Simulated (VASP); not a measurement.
YTe2F, 4 atoms in the cell. The structure is tetragonal, space group P4/mmm (No. 123). The conventional cell has a = 6.113 Å, b = 6.113 Å, c = 4.180 Å, α = 90.00°, β = 90.00°, γ = 90.00°. Within 2.8 Å of Y (site symmetry 4/mmm) lie 2 F at 2.09 Å. Te (site symmetry mmm) has 2 Y at 3.06 Å and 4 F at 3.70 Å within 4.0 Å. F (site symmetry 4/mmm) has 2 Y at 2.09 Å within 2.8 Å. 

```yaml
Program: VASP 6.6.1
Task: single point
Functional: PBE
Potentials_or_basis: VASP PAW PBE potentials, release 64 (Y_sv, Te, F)
Cutoff: 520 eV
k_mesh: 4 × 4 × 4
Occupations: gaussian, width 0.1 eV
Spin: no spin polarisation
Dipole_correction: no
Further_INCAR_settings: ALGO = Normal; EDIFF = 1e-07; NBANDS = 23
```

Potentials or basis: VASP PAW PBE potentials, release 64 (Y_sv, Te, F).

Run with:

```console
$ cat potpaw_PBE.64/Y_sv/POTCAR potpaw_PBE.64/Te/POTCAR potpaw_PBE.64/F/POTCAR > POTCAR
$ mpirun -np 1 vasp_std > vasp.out
```

Hardware: 1 thread of Intel(R) Xeon(R) Platinum 8488C (Sapphire Rapids), with other jobs on the host.

Estimate the wall time of this run.

It took 65 s on 1 thread of Intel(R) Xeon(R) Platinum 8488C (Sapphire Rapids) (shared host), peak memory 0.3 GiB. Counts: scf iterations 16, k points 18.
